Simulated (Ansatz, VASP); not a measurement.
Two plane-wave programs on AlAu

```
Al Au
1.0
     2.79270    0.00000    0.00000
     0.00000    2.79270    0.00000
     0.00000    0.00000    2.79270
Al Au
1 1
Cartesian
  0.0000 0.0000 0.0000
  1.3964 1.3964 1.3964
```

Change from the starting cell: volume scaled by 0.65, PAW files.

Alike in both runs: task electric field gradients; functional LDA; k mesh 11 × 11 × 11; occupations fermi-dirac, width 0.05 eV; no spin polarisation.

```csv
,VASP,Ansatz
version,VASP 6.6.1,Ansatz 0.2.0
potentials or method,"VASP PAW LDA potentials, release 64 (Al, Au)","PAW with Ansatz's default frozen-core files, scalar-relativistic"
plane-wave cutoff (eV),520,420
valence electrons in the cell,14,22
```

Ansatz gave:

```
pressure (GPa) : 126.5
```

Question: Which values does VASP return?

Answer: Pressure (GPa): 128.2.

LDA's correlation is that of Perdew and Zunger in VASP and of Perdew and Wang (1992) in Ansatz. Both programs put the cell under a high pressure, so it lies far from rest at this level. VASP's potentials hold 14 valence electrons a cell and Ansatz's 22, so a difference there can come from the potentials and not from the codes.

Neither program's run includes spin-orbit coupling. Noted on VASP's run: the cell as given lies far from equilibrium.
